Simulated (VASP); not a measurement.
# B (Im-3m) in VASP: further runs, part 2 of 2

VASP 6.6.1.

### Step 3. Single point, LDA

This run uses another cell than the first one, of 5.93 Å³/atom, 1.042 times its volume.

INCAR reads:

```
ALGO = Normal ; EDIFF = 1E-6
ENCUT = 520 ; GGA = CA
ISIF = 2 ; ISMEAR = -1
LASPH = T ; LCHARG = T
LELF = T ; LREAL = F
LVHAR = T ; LWAVE = F
NBANDS = 8 ; NELM = 100
PREC = Accurate ; SIGMA = 0.1
```

KPOINTS reads:

```
k-points
0
Gamma
  22 22 22
```

POSCAR reads:

```
B
1.0
   -1.1405651840      1.1405651840      1.1405651840
    1.1405651840     -1.1405651840      1.1405651840
    1.1405651840      1.1405651840     -1.1405651840
B
1
Direct
    0.0000000000      0.0000000000      0.0000000000
```

Potentials or basis: VASP PAW LDA potentials, release 64 (B).

Started as:

```
$ cat potpaw_LDA.64/B/POTCAR > POTCAR
$ mpirun -np 1 vasp_std > vasp.out
```

OUTCAR:

```text
EDIFF = 1E-6
   ENCUT = 520
   GGA = CA
   ISIF = 2
   ISMEAR = -1
   LASPH = T
   LREAL = F
   NELM = 100
   PREC = Accurate

 ion  position               nearest neighbor table
   1  0.000  0.000  0.000-

  LATTYP: Found a body centered cubic cell.
 ALAT       =     2.2811303680

  Lattice vectors:

 A1 = (  -1.1405651840,   1.1405651840,   1.1405651840)
 A2 = (   1.1405651840,  -1.1405651840,   1.1405651840)
[... 441 lines left out ...]
      7      45.8478      0.00000
      8      50.5447      0.00000

 [... further k-points ...]

------------------------ aborting loop because EDIFF is reached ----------------------------------------

  FORCE on cell =-STRESS in cart. coord.  units (eV):
  Direction    XX          YY          ZZ          XY          YZ          ZX
  --------------------------------------------------------------------------------------
  -------------------------------------------------------------------------------------
  Total        0.0126268      0.0126268      0.0126268     -0.0000000     -0.0000000      0.0000000
  in kB        3.4086506      3.4086506      3.4086506     -0.0000000     -0.0000000      0.0000000
  external PRESSURE =       3.4086506 kB  Pullay stress =       0.0000000 kB

 VOLUME and BASIS-vectors are now :
 -----------------------------------------------------------------------------
  energy-cutoff  :      520.00
  volume of cell :        5.93
      direct lattice vectors                 reciprocal lattice vectors
    -1.140565184  1.140565184  1.140565184     0.000000000  0.438379154  0.438379154
     1.140565184 -1.140565184  1.140565184     0.438379154  0.000000000  0.438379154
     1.140565184  1.140565184 -1.140565184     0.438379154  0.438379154  0.000000000

 POSITION                                       TOTAL-FORCE (eV/Angst)
 -----------------------------------------------------------------------------------
      0.00000      0.00000      0.00000        -0.000000     -0.000000     -0.000000
 -----------------------------------------------------------------------------------
    total drift:                               -0.000000     -0.000000      0.000000

  FREE ENERGIE OF THE ION-ELECTRON SYSTEM (eV)
  ---------------------------------------------------
  free  energy   TOTEN  =        -5.7432316704 eV

  energy  without entropy=       -5.7363829032  energy(sigma->0) =       -5.73980729
```

OSZICAR:

```text
N       E                     dE             d eps       ncg     rms          rms(c)
DAV:   1    -0.397468354851E+01   -0.39747E+01   -0.15407E+03  5952   0.293E+02
DAV:   2    -0.574668623875E+01   -0.17720E+01   -0.16823E+01  6936   0.323E+01
DAV:   3    -0.574873663623E+01   -0.20504E-02   -0.20503E-02  5920   0.114E+00
DAV:   4    -0.574873670734E+01   -0.71109E-07   -0.70223E-07  7408   0.614E-03
DAV:   5    -0.574873670768E+01   -0.33637E-09   -0.20023E-11  5920   0.214E-05    0.112E+00
DAV:   6    -0.574509567610E+01    0.36410E-02   -0.11601E-04  5840   0.940E-02    0.665E-01
DAV:   7    -0.574323135565E+01    0.18643E-02   -0.25615E-04  5496   0.142E-01    0.202E-02
DAV:   8    -0.574323167043E+01   -0.31478E-06   -0.25527E-07  5960   0.460E-03
   1 F= -.57432317E+01 E0= -.57398073E+01  d E =-.684877E-02
```

stdout:

```text
POSCAR found type information on POSCAR B
 POSCAR found :  1 types and       1 ions
 scaLAPACK will be used
 LDA part: xc-table for (Slater(with rela. corr.)+CA(PZ))
 , standard interpolation
 POSCAR, INCAR and KPOINTS ok, starting setup
 FFT: planning ... GRIDC
 FFT: planning ... GRID_SOFT
 FFT: planning ... GRID
 WAVECAR not read
 entering main loop
```

It took 4.3 s on 1 thread of Intel Xeon 6975P-C (Granite Rapids), shared host; peak memory 0.11 GiB.

Results:

- Free energy: -5.7432 eV
- Pressure: 0.3 GPa

Levels at points of the mesh, in eV from the Fermi level:
| k point | band 1 | band 2 | band 3 | band 4 | band 5 |
| --- | --- | --- | --- | --- | --- |
| (0.00, 0.00, 0.00) | -18.93 | 15.67 | 15.67 | 15.67 | 34.54 |
| (0.50, 0.00, 0.00) | -9.46 | -4.52 | 8.73 | 12.74 | 22.64 |
| (0.50, 0.50, 0.50) | 0.28 | 0.28 | 0.28 | 10.40 | 10.40 |

### Step 4. Single point, LDA (volume scaled by 1.04)

INCAR reads:

```
SYSTEM = B
PREC     = Accurate       ! precision mode
ENCUT    = 520            ! plane-wave cutoff, eV
EDIFF    = 1E-6           ! SCF threshold, eV
ISMEAR   = -1             ! smearing method
SIGMA    = 0.1            ! smearing width, eV
LREAL    = .FALSE.        ! projectors in reciprocal space
LASPH    = .TRUE.         ! aspherical terms in the spheres
NELM     = 100            ! most SCF steps
ALGO     = Normal         ! electronic algorithm
ISIF     = 2              ! what is computed and relaxed
LWAVE    = .FALSE.        ! write WAVECAR
LCHARG   = .TRUE.         ! write CHGCAR
LELF     = .TRUE.         ! ELF
LVHAR    = .TRUE.       
NBANDS   = 8              ! bands
```

KPOINTS reads:

```
Automatic mesh
0
G
  22 22 22
  0 0 0
```

POSCAR reads:

```
B
1.0
   -1.1555743418      1.1555743418      1.1555743418
    1.1555743418     -1.1555743418      1.1555743418
    1.1555743418      1.1555743418     -1.1555743418
B
1
Direct
    0.0000000000      0.0000000000      0.0000000000
```

Started as:

```
$ cat potpaw_LDA.64/B/POTCAR > POTCAR
$ mpirun -np 1 vasp_std > vasp.out
```

It took 4.3 s on 1 thread of Intel Xeon 6975P-C (Granite Rapids), shared host; peak memory 0.11 GiB.

Results (log left out):

```
Free energy : -5.7369 eV
Pressure    : -8.8 GPa
```

Levels at points of the mesh, in eV from the Fermi level:
| k point | band 1 | band 2 | band 3 | band 4 | band 5 |
| --- | --- | --- | --- | --- | --- |
| (0.00, 0.00, 0.00) | -18.46 | 15.12 | 15.12 | 15.12 | 33.77 |
| (0.50, 0.00, 0.00) | -9.13 | -4.50 | 8.44 | 12.34 | 22.22 |
| (0.50, 0.50, 0.50) | 0.29 | 0.29 | 0.29 | 10.32 | 10.32 |

Caveat: the cell differs from its parent crystal (volume scaled by 1.04).

### Step 5. Summary

| cell | gap on the mesh (eV) | pressure (GPa) |
| --- | --- | --- |
| a = 1.949 Å, angles 109.5°, 1 atom | none | 11.6 |
| a = 1.976 Å, angles 109.5°, 1 atom | none | 0.3 |
| a = 2.002 Å, angles 109.5°, 1 atom | none | -8.8 |

Alike in all rows: task single point; level LDA; potentials or basis VASP PAW LDA potentials, release 64 (B); no spin polarisation; k mesh 22 × 22 × 22; cutoff (eV) 520; smearing fermi-dirac 0.1 eV.

Total energies depend on the potentials used, so only differences within one code and one set of settings carry meaning.
